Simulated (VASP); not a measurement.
# PbF2 (Fluorocronite) in VASP: further runs

The runs below take PbF2 (Fluorocronite) through single point, with PBE, r2SCAN.

Everything below comes from runs of VASP 6.6.1. Logs are shortened: lines on timing, memory, paths and dates and some standing lists are left out, and cuts for length are marked.

## (1) The cell of the first run

The structure is cubic, space group Fm-3m (No. 225). Conventional cell: a = 5.790 Å, b = 5.790 Å, c = 5.790 Å, α = 90.00°, β = 90.00°, γ = 90.00°. Pb (site symmetry m-3m) has 8 F at 2.51 Å within 3.3 Å. F (site symmetry -43m) has 4 Pb at 2.51 Å and 6 F at 2.90 Å within 3.3 Å.

## (2) Single point, PBE (strain -1.7%)

The input, INCAR:

```
SYSTEM = PbF2
PREC = Accurate
ENCUT = 600
EDIFF = 1E-6
ISMEAR = -1
SIGMA = 0.02
LREAL = .False.
LASPH = .True.
NELM = 120
ALGO = Normal
ISIF = 2
LWAVE = .False.
LCHARG = .True.
GGA = PE
LELF = .True.
LVHAR = .True.
NBANDS = 21
GGA_COMPAT = .False.
```

The input, KPOINTS:

```
regular mesh
0
Gamma
  8 8 8
  0 0 0
```

The input, POSCAR:

```
PbF2
1.0
    0.0000000000      2.8951403811      2.8951403811
    2.8951403811      0.0000000000      2.8951403811
    2.8951403811      2.8951403811      0.0000000000
Pb F
1 2
Direct
    0.0000000000      0.0000000000      0.0000000000
    0.2500000000      0.2500000000      0.2500000000
    0.7500000000      0.7500000000      0.7500000000
```

Potentials or basis: VASP PAW PBE potentials, release 64 (Pb_d, F).

The run is started by

```
$ cat potpaw_PBE.64/Pb_d/POTCAR potpaw_PBE.64/F/POTCAR > POTCAR
$ mpirun -np 1 vasp_std > vasp.out
```

OUTCAR:

```text
SYSTEM = PbF2
   PREC = Accurate
   ENCUT = 600
   EDIFF = 1E-6
   ISMEAR = -1
   LREAL = .False.
   LASPH = .True.
   NELM = 120
   ISIF = 2
   GGA = PE

 ion  position               nearest neighbor table
   1  0.000  0.000  0.000-   2 2.51   3 2.51   3 2.51   3 2.51   3 2.51   2 2.51   2 2.51   2 2.51

   2  0.250  0.250  0.250-   1 2.51   1 2.51   1 2.51   1 2.51
   3  0.750  0.750  0.750-   1 2.51   1 2.51   1 2.51   1 2.51

  LATTYP: Found a face centered cubic cell.
 ALAT       =     5.7902807622

  Lattice vectors:

 A1 = (   0.0000000000,   2.8951403811,   2.8951403811)
 A2 = (   2.8951403811,   0.0000000000,   2.8951403811)
 A3 = (   2.8951403811,   2.8951403811,   0.0000000000)

Analysis of symmetry for initial positions (statically):
=====================================================================
 Subroutine PRICEL returns:
 Original cell was already a primitive cell.

 Routine SETGRP: Setting up the symmetry group for a
 face centered cubic supercell.

 Subroutine GETGRP returns: Found 48 space group operations
[... 9 lines left out ...]

 Routine SETGRP: Setting up the symmetry group for a
 face centered cubic supercell.

 Subroutine GETGRP returns: Found 48 space group operations
[... 11 lines left out ...]
                                     Primitive cell

  volume of cell :      48.5332

  direct lattice vectors                    reciprocal lattice vectors
     0.000000000  2.895140381  2.895140381    -0.172703197  0.172703197  0.172703197
     2.895140381  0.000000000  2.895140381     0.172703197 -0.172703197  0.172703197
     2.895140381  2.895140381  0.000000000     0.172703197  0.172703197 -0.172703197

  length of vectors
     4.094346792  4.094346792  4.094346792     0.299130712  0.299130712  0.299130712

  position of ions in fractional coordinates (direct lattice)
     0.000000000  0.000000000  0.000000000
     0.250000000  0.250000000  0.250000000
     0.750000000  0.750000000  0.750000000

  ion indices of the primitive-cell ions
   primitive index   ion index
                 1           1
                 2           2
                 3           3

----------------------------------------------------------------------------------------

 KPOINTS: regular mesh

Automatic generation of k-mesh.
 Grid dimensions read from file:
 generate k-points for:    8    8    8

 Generating k-lattice:

  Cartesian coordinates                     Fractional coordinates (reciprocal lattice)
    -0.021587900  0.021587900  0.021587900     0.125000000  0.000000000  0.000000000
     0.021587900 -0.021587900  0.021587900     0.000000000  0.125000000  0.000000000
     0.021587900  0.021587900 -0.021587900     0.000000000  0.000000000  0.125000000

  Length of vectors
     0.037391339  0.037391339  0.037391339

  Shift w.r.t. Gamma in fractional coordinates (k-lattice)
     0.000000000  0.000000000  0.000000000

 Subroutine IBZKPT returns following result:
 ===========================================

 Found     29 irreducible k-points:

 Following reciprocal coordinates:
            Coordinates               Weight
  0.000000  0.000000  0.000000      1.000000
  0.125000  0.000000  0.000000      8.000000
  0.250000  0.000000  0.000000      8.000000
  0.375000  0.000000  0.000000      8.000000
  0.500000  0.000000  0.000000      4.000000
  0.125000  0.125000  0.000000      6.000000
[... 16 lines left out ...]
  0.500000  0.250000  0.125000     48.000000
 -0.375000  0.250000  0.125000     24.000000
 [... further k-points ...]
   k-points           NKPTS =     29   k-points in BZ     NKDIM =     29   number of bands    NBANDS=     21
   number of dos      NEDOS =    301   number of ions     NIONS =      3
   total plane-waves  NPLWV =  46656
   dimension x,y,z NGX =    36 NGY =   36 NGZ =   36
   dimension x,y,z NGXF=    72 NGYF=   72 NGZF=   72
   ions per type =               1   2
   NGX,Y,Z   is equivalent  to a cutoff of  14.62, 14.62, 14.62 a.u.
   NGXF,Y,Z  is equivalent  to a cutoff of  29.23, 29.23, 29.23 a.u.
 SYSTEM =  PbF2
   PREC   = accura    normal or accurate (medium, high low for compatibility)
   ISTART =      0    job   : 0-new  1-cont  2-samecut
   ICHARG =      2    charge: 1-file 2-atom 10-const
   ISPIN  =      1    spin polarized calculation?
   LNONCOLLINEAR =      F non collinear calculations
   LSORBIT =      F    spin-orbit coupling
   LASPH  =      T    aspherical Exc in radial PAW
   ENCUT  =  600.0 eV  44.10 Ry    6.64 a.u.   8.18  8.18  8.18*2*pi/ulx,y,z
   NELM   =    120;   NELMIN=  2; NELMDL= -5     # of ELM steps
   EDIFF  = 0.1E-05   stopping-criterion for ELM
   LREAL  =      F    real-space projection
   EDIFFG = 0.1E-04   stopping-criterion for IOM
   NSW    =      0    number of steps for IOM
   IBRION =     -1    ionic relax: 0-MD 1-quasi-New 2-CG
   NFREE  =      0    steps in history (QN), initial steepest desc. (CG)
   ISIF   =      2    stress and relaxation
   ISYM   =      2    0-nonsym 1-usesym 2-fastsym
   POTIM  = 0.5000    time-step for ionic-motion
   TEBEG  =    0.0;   TEEND  =   0.0 temperature during run
   PSTRESS=    0.0 pullay stress
   NELECT =      28.0000    total number of electrons
   NUPDOWN=      -1.0000    fix difference up-down
   EMIN   =  10.00;   EMAX   =-10.00  energy-range for DOS
   EFERMI =   0.00;   METHOD = LEGACY
   ISMEAR =    -1;   SIGMA  =   0.02  broadening in eV -4-tet -1-fermi 0-gaus
   EFERMI_NEDOS =   21; number of points for ismear=-14 and -15
   IALGO  =     38    algorithm
   IMIX   =      4    mixing-type and parameters
     AMIX     =   0.40;   BMIX     =  1.00
     AMIX_MAG =   1.60;   BMIX_MAG =  1.00
  volume/ion in A,a.u.               =      16.18       109.17
  Fermi-wavevector in a.u.,A,eV,Ry     =   1.362849  2.575412 25.270898  1.857359
  Thomas-Fermi vector in A             =   2.489303
   LORBIT       =      0    0 simple, 1 ext, 2 COOP (PROOUT), +10 PAW based schemes
   GGA     = PE    functional components
   LHFCALC =     F    Hartree Fock is set to
   AEXX    =    0.0000 exact exchange contribution
   IVDW    =     0    specifies the selected vdW correction
   LEPSILON=     F    determine dielectric tensor
   LRPA    =     F    only Hartree local field effects (RPA)
 non-spin polarized calculation
  energy-cutoff  :      600.00
  volume of cell :       48.53
 maximum number of plane-waves:      1639
 NGX is ok and might be reduce to    36
   NGX = 17   NGY = 17   NGZ = 17

 number of electron      27.9999999 magnetization

 Free energy of the ion-electron system (eV)
  ---------------------------------------------------
  ext. energy  EPLUGINS =         0.00000000
  ---------------------------------------------------
  free energy    TOTEN  =       -14.20914449 eV

  energy without entropy =      -14.20914449  energy(sigma->0) =      -14.20914449

 E-fermi :   3.2171     XC(G=0):  -9.7619

 val. band max:        2.8053389316   @ k =  -0.2500   0.5000   0.2500
 cond. band min:       7.1959895260   @ k =   0.5000   0.5000   0.0000
 fundamental gap:      4.3906505944
 Fermi energy:         3.2170915967

 k-point     1 :       0.0000    0.0000    0.0000
  band No.  band energies     occupation
      1     -18.9125      2.00000
      2     -18.1578      2.00000
      3     -11.7537      2.00000
      4     -11.7537      2.00000
      5     -11.7537      2.00000
      6     -11.6611      2.00000
[... 13 lines left out ...]
     20      18.0822      0.00000
     21      20.6827      0.00000

 k-point     2 :       0.1250    0.0000    0.0000
  band No.  band energies     occupation
      1     -18.8760      2.00000
      2     -18.1915      2.00000
      3     -11.7450      2.00000
      4     -11.7450      2.00000
      5     -11.7104      2.00000
      6     -11.6612      2.00000
[... 13 lines left out ...]
     20      17.6547      0.00000
     21      20.0284      0.00000

 k-point     3 :       0.2500    0.0000    0.0000
  band No.  band energies     occupation
      1     -18.7798      2.00000
      2     -18.2784      2.00000
      3     -11.7300      2.00000
      4     -11.7300      2.00000
      5     -11.6553      2.00000
      6     -11.6553      2.00000
[... 13 lines left out ...]
     20      17.0730      0.00000
     21      18.7852      0.00000

 k-point     4 :       0.3750    0.0000    0.0000
  band No.  band energies     occupation
      1     -18.6567      2.00000
      2     -18.3884      2.00000
      3     -11.7253      2.00000
      4     -11.7253      2.00000
      5     -11.6389      2.00000
      6     -11.6389      2.00000
[... 13 lines left out ...]
     20      16.7482      0.00000
     21      17.8051      0.00000

 k-point     5 :       0.5000    0.0000    0.0000
  band No.  band energies     occupation
      1     -18.5657      2.00000
      2     -18.4729      2.00000
      3     -11.7258      2.00000
      4     -11.7258      2.00000
      5     -11.6295      2.00000
      6     -11.6295      2.00000
[... 13 lines left out ...]
     20      16.6595      0.00000
     21      17.4537      0.00000

 k-point     6 :       0.1250    0.1250    0.0000
  band No.  band energies     occupation
      1     -18.8644      2.00000
      2     -18.2018      2.00000
      3     -11.7367      2.00000
      4     -11.7367      2.00000
      5     -11.7052      2.00000
      6     -11.6677      2.00000
[... 13 lines left out ...]
     20      18.2134      0.00000
     21      20.1606      0.00000

 k-point     7 :       0.2500    0.1250    0.0000
  band No.  band energies     occupation
      1     -18.7901      2.00000
      2     -18.2681      2.00000
      3     -11.7193      2.00000
      4     -11.7192      2.00000
      5     -11.6706      2.00000
      6     -11.6497      2.00000
[... 13 lines left out ...]
     20      17.9218      0.00000
     21      19.6676      0.00000
[... 291 lines left out ...]
      1     -18.5300      2.00000
      2     -18.4864      2.00000
      3     -11.6977      2.00000
      4     -11.6487      2.00000
      5     -11.6446      2.00000
      6     -11.5775      2.00000
[... 13 lines left out ...]
     20      18.5966      0.00000
     21      19.6400      0.00000

 k-point    21 :       0.5000    0.5000    0.0000
  band No.  band energies     occupation
      1     -18.5693      2.00000
      2     -18.4441      2.00000
      3     -11.7132      2.00000
      4     -11.6330      2.00000
      5     -11.6330      2.00000
      6     -11.6293      2.00000
[... 13 lines left out ...]
     20      19.4402      0.00000
     21      20.2832      0.00000

 k-point    22 :       0.3750    0.2500    0.1250
  band No.  band energies     occupation
      1     -18.7115      2.00000
      2     -18.3355      2.00000
      3     -11.6996      2.00000
      4     -11.6980      2.00000
      5     -11.6720      2.00000
      6     -11.6350      2.00000
[... 13 lines left out ...]
     20      18.5377      0.00000
     21      19.3455      0.00000

 k-point    23 :       0.5000    0.2500    0.1250
  band No.  band energies     occupation
      1     -18.6132      2.00000
      2     -18.4200      2.00000
      3     -11.6944      2.00000
      4     -11.6887      2.00000
      5     -11.6519      2.00000
      6     -11.6110      2.00000
[... 13 lines left out ...]
     20      19.1053      0.00000
     21      19.5652      0.00000

 k-point    24 :      -0.3750    0.2500    0.1250
  band No.  band energies     occupation
      1     -18.5366      2.00000
      2     -18.4901      2.00000
      3     -11.6941      2.00000
      4     -11.6892      2.00000
      5     -11.6359      2.00000
      6     -11.6011      2.00000
[... 13 lines left out ...]
     20      19.3578      0.00000
     21      19.6456      0.00000

 [... further k-points ...]
[... 5 lines left out ...]
  --------------------------------------------------------------------------------------
  -------------------------------------------------------------------------------------
  Total        2.7166357      2.7166357      2.7166357     -0.0000000      0.0000000     -0.0000000
  in kB       89.6815513     89.6815513     89.6815513     -0.0000000      0.0000000     -0.0000000
  external PRESSURE =      89.6815513 kB  Pullay stress =       0.0000000 kB

 VOLUME and BASIS-vectors are now :
 -----------------------------------------------------------------------------
  energy-cutoff  :      600.00
  volume of cell :       48.53
      direct lattice vectors                 reciprocal lattice vectors
     0.000000000  2.895140381  2.895140381    -0.172703197  0.172703197  0.172703197
     2.895140381  0.000000000  2.895140381     0.172703197 -0.172703197  0.172703197
     2.895140381  2.895140381  0.000000000     0.172703197  0.172703197 -0.172703197

 POSITION                                       TOTAL-FORCE (eV/Angst)
 -----------------------------------------------------------------------------------
      0.00000      0.00000      0.00000         0.000000     -0.000000      0.000000
      1.44757      1.44757      1.44757        -0.000000     -0.000000      0.000000
      4.34271      4.34271      4.34271        -0.000000      0.000000     -0.000000
 -----------------------------------------------------------------------------------
    total drift:                                0.000000      0.000000      0.000000

  FREE ENERGIE OF THE ION-ELECTRON SYSTEM (eV)
  ---------------------------------------------------
  free  energy   TOTEN  =       -14.2091444852 eV

  energy  without entropy=      -14.2091444851  energy(sigma->0) =      -14.20914449
```

Run time: 31 s. Hardware: 1 thread of Intel Xeon Platinum 8259CL at 2.50GHz (Skylake/Cascade Lake), shared host; peak memory 0.21 GiB.

What came out:

```yaml
Free_energy: -14.2091 eV
Pressure: 9.0 GPa
Band_gap_on_the_k_mesh: 4.39 eV, indirect (least direct gap 4.55 eV)
```

Caveat: the cell differs from its parent crystal (strain -1.7%); spin-orbit coupling is left out, which moves the levels of the heavy elements. A k mesh can miss the band edges.

(Continued in part 2 of 2.)
